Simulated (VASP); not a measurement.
The system is BeTe.

```xyz
2
Lattice="0.0000 2.8286 2.8286 2.8286 0.0000 2.8286 2.8286 2.8286 0.0000" Properties=species:S:1:pos:R:3 pbc="T T T"
Be    0.0000    0.0000    0.0000
Te    1.4143    1.4143    1.4143
```

Base run:

| Quantity | Value |
| --- | --- |
| Program | VASP 6.6.1 |
| Functional | r2SCAN |
| Potentials or basis | VASP PAW PBE potentials, release 64 (Be, Te) |
| Cutoff | 520 eV |
| k mesh | 8 × 8 × 8 |
| Occupations | gaussian, width 0.01 eV |
| Spin | no spin polarisation |

Its results: band gap on the k mesh 2.37 eV, indirect (least direct gap 4.03 eV); pressure 0.2 GPa.

The run is repeated on the same cell with these changes: functional from r2SCAN to PBE; k mesh from 8 × 8 × 8 to 4 × 4 × 4. What comes out?

Band gap on the k mesh 2.00 eV, indirect (least direct gap 3.61 eV); pressure 0.8 GPa.

Several settings changed at once, so the effect can't be laid on one alone.

Caveats: some runs use coarse meshes; spin-orbit coupling is left out, which moves the levels of the heavy elements; the PAW data sets were made with another functional, which shifts forces and pressure a little (some runs).

A k mesh can miss the band edges.
